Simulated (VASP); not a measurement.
Wanted: the native input for a VASP 6.6.1 run.

| Quantity | Value |
| --- | --- |
| Task | relaxation of cell and atoms |
| Functional | PBE |
| Potentials or basis | VASP PAW PBE potentials, release 64 (Zn, O) |
| Cutoff | 600 eV |
| k mesh | 4 × 4 × 2 |
| Occupations | gaussian, width 0.2 eV |
| Spin | no spin polarisation |
| Dipole correction | no |
| Further INCAR settings | ALGO = Normal; EDIFF = 1e-07; IBRION = 2; EDIFFG = -0.08; NSW = 36; ISIF = 3 |

The structure of Zn6O lies in POSCAR:

```
Zn6O
1.0
    4.7000000000      0.0000000000      0.0000000000
   -2.3500000000      4.0703194000      0.0000000000
    0.0000000000      0.0000000000      9.6600000000
Zn O
12 2
Direct
    0.0000033300      0.6666966700      0.3750000000
    0.3333033300      0.9999966700      0.1250000000
    0.6666933300      0.9999966700      0.3750000000
    0.0000033300      0.3333066700      0.1250000000
    0.3333033300      0.3333066700      0.3750000000
    0.6666933300      0.6666966700      0.1250000000
    0.6666966700      0.6666933300      0.6250000000
    0.9999966700      0.6666933300      0.8750000000
    0.3333066700      0.3333033300      0.8750000000
    0.9999966700      0.3333033300      0.6250000000
    0.3333066700      0.0000033300      0.6250000000
    0.6666966700      0.0000033300      0.8750000000
    0.3333333300      0.6666666700      0.2500000000
    0.6666666700      0.3333333300      0.7500000000
```

The input as run:

INCAR

```
SYSTEM = Zn6O
ALGO = Normal
EDIFF = 1E-7
EDIFFG = -0.08
ENCUT = 600
GGA = PE
IBRION = 2
ISIF = 3
ISMEAR = 0
LASPH = .TRUE.
LCHARG = .FALSE.
LREAL = .FALSE.
LWAVE = .FALSE.
NELM = 80
NSW = 36
PREC = Accurate
SIGMA = 0.2
```

KPOINTS

```
k-points
0
G
  4 4 2
  0 0 0
```

Potentials or basis: VASP PAW PBE potentials, release 64 (Zn, O).

Launch:

```bash
$ cat potpaw_PBE.64/Zn/POTCAR potpaw_PBE.64/O/POTCAR > POTCAR
$ mpirun -np 1 vasp_std > vasp.out
```

It gave:

```json
{"Relaxed volume": "14.42 Å³/atom", "Relaxed cell": "a = 5.112 Å, b = 5.112 Å, c = 8.922 Å, α = 90.00°, β = 90.00°, γ = 120.00°", "Space group after relaxing (to 0.1 Å)": "P-31c (No. 163)", "Energy gained by relaxing": "228.5 meV/atom", "Ionic steps": "11", "Pressure after relaxing": "0.0 GPa", "Largest force after relaxing": "0.068 eV/Å", "Band gap on the k mesh": "zero (bands 78 and 79 overlap by 0.43 eV)"}
```

Caveat: the k points lie up to 0.35 Å⁻¹ apart in the final cell; semilocal functionals underestimate gaps, and a narrow one can read as zero; the relaxation stopped at a loose force limit of 0.08 eV/Å, so its end isn't a converged minimum.

Run time: 63 min on 1 thread of Intel Xeon 8259CL, with other jobs on the host, peak memory 0.43 GiB.
